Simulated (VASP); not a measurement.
# CoO (P-6m2) in VASP: a series of runs

CoO is run at these levels: PBE; tasks: single point.

All numbers are computed with VASP 6.6.1; they aren't measurements. Logs are shortened: lines on timing, memory, paths and dates and some standing lists are left out, and cuts for length are marked.

## 1. The cell of the first run

Symmetry: P-6m2, No. 187, hexagonal system. Conventional cell: a = 2.875 Å, b = 2.875 Å, c = 2.806 Å, α = 90.00°, β = 90.00°, γ = 120.00°. Co (site symmetry -6m2) has 6 O at 2.17 Å and 8 Co at 2.81 to 2.88 Å within 2.9 Å. Within 2.9 Å of O (site symmetry -6m2) lie 6 Co at 2.17 Å and 8 O at 2.81 to 2.88 Å.

## 2. Single point, PBE, collinear spin, ferromagnetic start

Input file INCAR:

```
SYSTEM = CoO
ALGO = Normal ; EDIFF = 1E-6
ENCUT = 600 ; GGA = PE
GGA_COMPAT = .FALSE. ; ISIF = 2
ISMEAR = -1 ; ISPIN = 2
LASPH = .TRUE. ; LCHARG = .FALSE.
LMAXMIX = 4 ; LORBIT = 11
LREAL = .FALSE. ; LWAVE = .FALSE.
MAGMOM = 2 0 ; NBANDS = 22
NELM = 200 ; PREC = Accurate
SIGMA = 0.05
```

Input file KPOINTS:

```
k-points
0
G
  11 11 10
  0 0 0
```

Input file POSCAR:

```
CoO
1.0
    2.8752156702      0.0000000000      0.0000000000
   -1.4376078301      2.4900098078      0.0000000000
    0.0000000000      0.0000000000      2.8060680384
Co O
1 1
Direct
    0.0000000000      0.0000000000      0.0000000000
    0.6666666667      0.3333333333      0.5000000000
```

Potentials or basis: VASP PAW PBE potentials, release 64 (Co_sv, O).

Started as:

```sh
$ cat potpaw_PBE.64/Co_sv/POTCAR potpaw_PBE.64/O/POTCAR > POTCAR
$ mpirun -np 1 vasp_std > vasp.out
```

OUTCAR:

```text
SYSTEM = CoO
   EDIFF = 1E-6
   ENCUT = 600
   GGA = PE
   ISIF = 2
   ISMEAR = -1
   ISPIN = 2
   LASPH = .TRUE.
   LORBIT = 11
   LREAL = .FALSE.
   NELM = 200
   PREC = Accurate

 ion  position               nearest neighbor table
   1  0.000  0.000  0.000-   2 2.17   2 2.17   2 2.17   2 2.17   2 2.17   2 2.17
   2  0.667  0.333  0.500-   1 2.17   1 2.17   1 2.17   1 2.17   1 2.17   1 2.17

  LATTYP: Found a hexagonal cell.
 ALAT       =     2.8752156702
 C/A-ratio  =     0.9759504539

  Lattice vectors:

 A1 = (   2.8752156702,   0.0000000000,   0.0000000000)
 A2 = (  -1.4376078301,   2.4900098078,   0.0000000000)
 A3 = (   0.0000000000,   0.0000000000,   2.8060680384)

Analysis of symmetry for initial positions (statically):
=====================================================================
 Subroutine PRICEL returns:
 Original cell was already a primitive cell.

 Routine SETGRP: Setting up the symmetry group for a
 hexagonal supercell.

 Subroutine GETGRP returns: Found 12 space group operations
 (whereof 12 operations were pure point group operations)
 out of a pool of 24 trial point group operations.

The static configuration has the point symmetry D_3h.

Analysis of symmetry for dynamics (positions and initial velocities):
=====================================================================
 Subroutine PRICEL returns:
 Original cell was already a primitive cell.

 Routine SETGRP: Setting up the symmetry group for a
 hexagonal supercell.

 Subroutine GETGRP returns: Found 12 space group operations
 (whereof 12 operations were pure point group operations)
 out of a pool of 24 trial point group operations.

The dynamic configuration has the point symmetry D_3h.

Analysis of structural, dynamic, and magnetic symmetry:
=====================================================================
 Subroutine PRICEL returns:
 Original cell was already a primitive cell.

 Routine SETGRP: Setting up the symmetry group for a
 hexagonal supercell.

 Subroutine GETGRP returns: Found 12 space group operations
 (whereof 12 operations were pure point group operations)
 out of a pool of 24 trial point group operations.

The overall configuration has the point symmetry D_3h.

 Subroutine INISYM returns: Found 12 space group operations
 (whereof 12 operations are pure point group operations),
 and found     1 'primitive' translations

----------------------------------------------------------------------------------------

                                     Primitive cell

  volume of cell :      20.0895

  direct lattice vectors                    reciprocal lattice vectors
     2.875215670  0.000000000  0.000000000     0.347799996  0.200802421  0.000000000
    -1.437607830  2.490009808  0.000000000     0.000000000  0.401604844  0.000000000
     0.000000000  0.000000000  2.806068038     0.000000000  0.000000000  0.356370546

  length of vectors
     2.875215670  2.875215664  2.806068038     0.401604843  0.401604844  0.356370546

  position of ions in fractional coordinates (direct lattice)
     0.000000000  0.000000000  0.000000000
     0.666666667  0.333333333  0.500000000

  ion indices of the primitive-cell ions
   primitive index   ion index
                 1           1
                 2           2

----------------------------------------------------------------------------------------

 KPOINTS: k-points

Automatic generation of k-mesh.
 Grid dimensions read from file:
 generate k-points for:   11   11   10

 Generating k-lattice:

  Cartesian coordinates                     Fractional coordinates (reciprocal lattice)
     0.031618181  0.018254766  0.000000000     0.090909091 -0.000000000  0.000000000
     0.000000000  0.036509531  0.000000000     0.000000000  0.090909091  0.000000000
     0.000000000  0.000000000  0.035637055     0.000000000  0.000000000  0.100000000

  Length of vectors
     0.036509531  0.036509531  0.035637055

  Shift w.r.t. Gamma in fractional coordinates (k-lattice)
     0.000000000  0.000000000  0.000000000

 Subroutine IBZKPT returns following result:
 ===========================================

 Found     96 irreducible k-points:

 Following reciprocal coordinates:
            Coordinates               Weight
  0.000000  0.000000  0.000000      1.000000
  0.090909 -0.000000  0.000000      6.000000
  0.181818 -0.000000  0.000000      6.000000
  0.272727  0.000000  0.000000      6.000000
  0.363636  0.000000  0.000000      6.000000
  0.454545 -0.000000  0.000000      6.000000
[... 16 lines left out ...]
  0.090909  0.090909  0.100000     12.000000
  0.181818  0.090909  0.100000     24.000000
 [... further k-points ...]
   k-points           NKPTS =     96   k-points in BZ     NKDIM =     96   number of bands    NBANDS=     22
   number of dos      NEDOS =    301   number of ions     NIONS =      2
   total plane-waves  NPLWV =  13824
   dimension x,y,z NGX =    24 NGY =   24 NGZ =   24
   dimension x,y,z NGXF=    48 NGYF=   48 NGZF=   48
   ions per type =               1   1
   NGX,Y,Z   is equivalent  to a cutoff of  13.88, 13.88, 14.22 a.u.
   NGXF,Y,Z  is equivalent  to a cutoff of  27.75, 27.75, 28.44 a.u.
 SYSTEM =  CoO
   PREC   = accura    normal or accurate (medium, high low for compatibility)
   ISTART =      0    job   : 0-new  1-cont  2-samecut
   ICHARG =      2    charge: 1-file 2-atom 10-const
   ISPIN  =      2    spin polarized calculation?
   LNONCOLLINEAR =      F non collinear calculations
   LSORBIT =      F    spin-orbit coupling
   LASPH  =      T    aspherical Exc in radial PAW
   ENCUT  =  600.0 eV  44.10 Ry    6.64 a.u.   5.74  5.74  5.60*2*pi/ulx,y,z
   NELM   =    200;   NELMIN=  2; NELMDL= -5     # of ELM steps
   EDIFF  = 0.1E-05   stopping-criterion for ELM
   LREAL  =      F    real-space projection
   EDIFFG = 0.1E-04   stopping-criterion for IOM
   NSW    =      0    number of steps for IOM
   IBRION =     -1    ionic relax: 0-MD 1-quasi-New 2-CG
   NFREE  =      0    steps in history (QN), initial steepest desc. (CG)
   ISIF   =      2    stress and relaxation
   ISYM   =      2    0-nonsym 1-usesym 2-fastsym
   POTIM  = 0.5000    time-step for ionic-motion
   TEBEG  =    0.0;   TEEND  =   0.0 temperature during run
   PSTRESS=    0.0 pullay stress
   NELECT =      23.0000    total number of electrons
   NUPDOWN=      -1.0000    fix difference up-down
   EMIN   =  10.00;   EMAX   =-10.00  energy-range for DOS
   EFERMI =   0.00;   METHOD = LEGACY
   ISMEAR =    -1;   SIGMA  =   0.05  broadening in eV -4-tet -1-fermi 0-gaus
   EFERMI_NEDOS =   21; number of points for ismear=-14 and -15
   IALGO  =     38    algorithm
   IMIX   =      4    mixing-type and parameters
     AMIX     =   0.40;   BMIX     =  1.00
     AMIX_MAG =   1.60;   BMIX_MAG =  1.00
  volume/ion in A,a.u.               =      10.04        67.79
  Fermi-wavevector in a.u.,A,eV,Ry     =   1.712619  3.236382 39.906779  2.933066
  Thomas-Fermi vector in A             =   2.790515
   LORBIT       =     11    0 simple, 1 ext, 2 COOP (PROOUT), +10 PAW based schemes
   GGA     = PE    functional components
   LHFCALC =     F    Hartree Fock is set to
   AEXX    =    0.0000 exact exchange contribution
   IVDW    =     0    specifies the selected vdW correction
   LEPSILON=     F    determine dielectric tensor
   LRPA    =     F    only Hartree local field effects (RPA)
 spin polarized calculation
  energy-cutoff  :      600.00
  volume of cell :       20.09
 maximum number of plane-waves:       682
 NGX is ok and might be reduce to    24
   NGX = 11   NGY = 11   NGZ = 11

 number of electron      22.9999963 magnetization       3.0001637

 Free energy of the ion-electron system (eV)
  ---------------------------------------------------
  ext. energy  EPLUGINS =         0.00000000
  ---------------------------------------------------
  free energy    TOTEN  =       -12.97132702 eV

  energy without entropy =      -12.94252133  energy(sigma->0) =      -12.95692417

 E-fermi :   8.3029     XC(G=0): -12.4899

 val. band max:        8.3022197089   @ k =   0.3636   0.0000   0.0000
 cond. band min:       8.3033761327   @ k =   0.3636   0.0000   0.3000
 fundamental gap:      0.0011564238
 Fermi energy:         8.3029401471

 spin component 1

 k-point     1 :       0.0000    0.0000    0.0000
  band No.  band energies     occupation
      1     -88.8785      1.00000
      2     -52.2701      1.00000
      3     -52.0202      1.00000
      4     -52.0202      1.00000
      5     -11.6674      1.00000
      6       3.6667      1.00000
[... 14 lines left out ...]
     21      33.4722      0.00000
     22      38.0223      0.00000
[... 552 lines left out ...]
  band No.  band energies     occupation
      1     -88.8760      1.00000
      2     -52.2715      1.00000
      3     -52.0415      1.00000
      4     -52.0262      1.00000
      5     -11.1283      1.00000
      6       2.2814      1.00000
[... 14 lines left out ...]
     21      35.1929      0.00000
     22      36.7903      0.00000

 [... further k-points ...]

 spin component 2

 k-point     1 :       0.0000    0.0000    0.0000
  band No.  band energies     occupation
      1     -85.7967      1.00000
      2     -49.1054      1.00000
      3     -49.0916      1.00000
      4     -49.0916      1.00000
      5     -11.0433      1.00000
      6       4.9902      1.00000
[... 14 lines left out ...]
     21      34.1146      0.00000
     22      38.2863      0.00000
[... 552 lines left out ...]
  band No.  band energies     occupation
      1     -85.7939      1.00000
      2     -49.1166      1.00000
      3     -49.1071      1.00000
      4     -49.0986      1.00000
      5     -10.4761      1.00000
      6       3.1143      1.00000
[... 14 lines left out ...]
     21      35.6112      0.00000
     22      37.2130      0.00000

 [... further k-points ...]

------------------------ aborting loop because EDIFF is reached ----------------------------------------

  FORCE on cell =-STRESS in cart. coord.  units (eV):
  Direction    XX          YY          ZZ          XY          YZ          ZX
  --------------------------------------------------------------------------------------
  -------------------------------------------------------------------------------------
  Total       -1.3819215     -1.3819215     -2.0467923     -0.0000000      0.0000000      0.0000000
  in kB     -110.2108311   -110.2108308   -163.2355232     -0.0000002      0.0000000      0.0000000
  external PRESSURE =    -127.8857284 kB  Pullay stress =       0.0000000 kB

 VOLUME and BASIS-vectors are now :
 -----------------------------------------------------------------------------
  energy-cutoff  :      600.00
  volume of cell :       20.09
      direct lattice vectors                 reciprocal lattice vectors
     2.875215670  0.000000000  0.000000000     0.347799996  0.200802421  0.000000000
    -1.437607830  2.490009808  0.000000000     0.000000000  0.401604844  0.000000000
     0.000000000  0.000000000  2.806068038     0.000000000  0.000000000  0.356370546

 POSITION                                       TOTAL-FORCE (eV/Angst)
 -----------------------------------------------------------------------------------
      0.00000      0.00000      0.00000         0.000000      0.000000      0.000000
      1.43761      0.83000      1.40303         0.000000     -0.000000      0.000000
 -----------------------------------------------------------------------------------
    total drift:                               -0.000000      0.000000      0.000000

  FREE ENERGIE OF THE ION-ELECTRON SYSTEM (eV)
  ---------------------------------------------------
  free  energy   TOTEN  =       -12.9713270168 eV

  energy  without entropy=      -12.9425213305  energy(sigma->0) =      -12.95692417

 total charge

# of ion       s       p       d       tot
------------------------------------------
    1        2.142   6.061   6.636  14.839
    2        1.560   3.375   0.000   4.935
--------------------------------------------------
tot          3.702   9.435   6.636  19.774

 magnetization (x)

# of ion       s       p       d       tot
------------------------------------------
    1        0.006   0.006   2.521   2.533
    2        0.024   0.361   0.000   0.385
--------------------------------------------------
tot          0.029   0.368   2.521   2.918
```

Wall time 43 s (1 thread of Intel Xeon 6975P-C (Granite Rapids), shared host); peak memory 0.2 GiB.

Results:

* Free energy: -12.9713 eV
* Pressure: -12.8 GPa
* Band gap on the k mesh: zero (filled and empty bands overlap)
* Net moment: 3.00 μB per cell
* Site moments: Co +2.53; O +0.39 μB
* Valence electrons inside the program's atomic spheres: Co 14.84; O 4.93

Caveat: the cell stands under tension; a cell with one magnetic atom can't hold antiferromagnetic order, which such compounds often take; semilocal functionals often make such compounds metallic where correlation or magnetic order opens a gap, which also shifts bond lengths. With open d or f shells a metallic result of PBE can be an artefact of self-interaction; +U or a hybrid may open a gap.

## 3. Single point, PBE, collinear spin, ferromagnetic start

This run uses another cell than the first one, of 9.26 Å³/atom.

Input file INCAR:

```
PREC = Accurate
ENCUT = 600
EDIFF = 1E-6
ISMEAR = -1
SIGMA = 0.05
LREAL = False
LASPH = True
NELM = 200
ALGO = Normal
ISIF = 2
LWAVE = False
LCHARG = False
ISPIN = 2
MAGMOM = 2 0
LORBIT = 11
LMAXMIX = 4
GGA = PE
NBANDS = 22
GGA_COMPAT = False
```

Input file KPOINTS:

```
Automatic mesh
0
Gamma
  11 11 10
```

Input file POSCAR:

```
CoO
1.0
    2.7979910480      0.0000000000      0.0000000000
   -1.3989955191      2.4231313233      0.0000000000
    0.0000000000      0.0000000000      2.7307006334
Co O
1 1
Direct
    0.0000000000      0.0000000000      0.0000000000
    0.6666666667      0.3333333333      0.5000000000
```

Potentials or basis: VASP PAW PBE potentials, release 64 (Co_sv, O).

Started as:

```sh
$ cat potpaw_PBE.64/Co_sv/POTCAR potpaw_PBE.64/O/POTCAR > POTCAR
$ mpirun -np 1 vasp_std > vasp.out
```

Run time: 54 s. Hardware: 1 thread of Intel Xeon 6975P-C (Granite Rapids), shared host; peak memory 0.2 GiB.

Results (log left out):

```yaml
Free_energy: -13.0143 eV
Pressure: 0.6 GPa
Band_gap_on_the_k_mesh: zero (filled and empty bands overlap)
Net_moment: 3.00 μB per cell
Site_moments: Co +2.53; O +0.40 μB
Valence_electrons_inside_the_program's_atomic_spheres: Co 14.88; O 4.98
```

Stress tensor (GPa, compression positive):
```
 1.17  0.00  0.00
 0.00  1.17  0.00
 0.00  0.00 -0.42
```

Levels at points of the mesh, in eV from the Fermi level:
Spin up:
```tsv
k point	band 11	band 12	band 13	band 14	band 15	band 16
(0.00, 0.00, 0.00)	-2.95	-1.04	-1.04	0.74	14.56	16.43
(0.00, 0.00, 0.50)	-2.28	-1.27	-1.27	6.82	7.05	21.73
```
Spin down:
| k point | band 7 | band 8 | band 9 | band 10 | band 11 | band 12 | band 13 | band 14 |
| --- | --- | --- | --- | --- | --- | --- | --- | --- |
| (0.00, 0.00, 0.00) | -3.73 | -3.22 | -2.78 | 0.27 | 0.27 | 0.80 | 0.80 | 1.36 |
| (0.00, 0.00, 0.50) | -3.07 | -3.07 | -1.04 | -1.04 | -0.19 | 0.96 | 0.96 | 7.50 |

Caveat: a cell with one magnetic atom can't hold antiferromagnetic order, which such compounds often take; semilocal functionals often make such compounds metallic where correlation or magnetic order opens a gap, which also shifts bond lengths. With open d or f shells a metallic result of PBE can be an artefact of self-interaction; +U or a hybrid may open a gap.

## 4. Single point, PBE, collinear spin, ferromagnetic start

This run uses another cell than the first one, of 10.24 Å³/atom.

INCAR is that of step 3.

Input file KPOINTS:

```
regular mesh
0
Gamma
  11 11 10
```

Input file POSCAR:

```
CoO
1.0
    2.8938864250      0.0000000000      0.0000000000
   -1.4469432074      2.5061791557      0.0000000000
    0.0000000000      0.0000000000      2.8242897700
Co O
1 1
Direct
    0.0000000000      0.0000000000      0.0000000000
    0.6666666667      0.3333333333      0.5000000000
```

Started as:

```sh
$ cat potpaw_PBE.64/Co_sv/POTCAR potpaw_PBE.64/O/POTCAR > POTCAR
$ mpirun -np 1 vasp_std > vasp.out
```

It took 78 s on 1 thread of AMD EPYC 9R45 (Zen 5), shared host; peak memory 0.17 GiB.

Results (log left out):

```yaml
Free_energy: -12.9418 eV
Pressure: -15.3 GPa
Band_gap_on_the_k_mesh: zero (filled and empty bands overlap)
Net_moment: 3.00 μB per cell
Site_moments: Co +2.54; O +0.38 μB
Valence_electrons_inside_the_program's_atomic_spheres: Co 14.83; O 4.93
```

Stress tensor (GPa, compression positive):
```
-13.28   0.00   0.00
  0.00 -13.28   0.00
  0.00   0.00 -19.26
```

Levels at points of the mesh, in eV from the Fermi level:
Spin up:
```
           k point  band 11  band 12  band 13  band 14  band 15  band 16
(0.00, 0.00, 0.00)    -2.95    -1.04    -1.04     0.27    14.14    15.65
(0.00, 0.00, 0.50)    -2.14    -1.23    -1.23     6.23     6.47    20.24
```
Spin down:
```tsv
k point	band 6	band 7	band 8	band 9	band 10	band 11	band 12	band 13	band 14	band 15
(0.00, 0.00, 0.00)	-3.22	-3.22	-2.79	-2.44	0.40	0.40	0.73	0.73	0.88	14.50
(0.00, 0.00, 0.50)	-7.64	-2.60	-2.60	-0.86	-0.86	-0.24	1.00	1.00	6.89	6.90
```

Caveat: the cell stands under tension; a cell with one magnetic atom can't hold antiferromagnetic order, which such compounds often take; semilocal functionals often make such compounds metallic where correlation or magnetic order opens a gap, which also shifts bond lengths. With open d or f shells a metallic result of PBE can be an artefact of self-interaction; +U or a hybrid may open a gap.

## 5. Summary

| cell | gap on the mesh (eV) | pressure (GPa) | moment (μB) |
| --- | --- | --- | --- |
| a = 2.875, b = 2.875, c = 2.806 Å, angles 90.0, 90.0, 120.0°, 2 atoms | none | -12.8 | 3.00 |
| a = 2.798, b = 2.798, c = 2.731 Å, angles 90.0, 90.0, 120.0°, 2 atoms | none | 0.6 | 3.00 |
| a = 2.894, b = 2.894, c = 2.824 Å, angles 90.0, 90.0, 120.0°, 2 atoms | none | -15.3 | 3.00 |

Alike in all rows: task single point; level PBE; potentials or basis VASP PAW PBE potentials, release 64 (Co_sv, O); spin collinear, ferromagnetic start; k mesh 11 × 11 × 10; cutoff (eV) 600; smearing fermi-dirac 0.05 eV.

Caveats: a cell with one magnetic atom can't hold antiferromagnetic order, which such compounds often take; semilocal functionals often make such compounds metallic where correlation or magnetic order opens a gap, which also shifts bond lengths; the cell stands under tension (at least some runs).

Absolute energies hang on the potentials; compare differences alone.
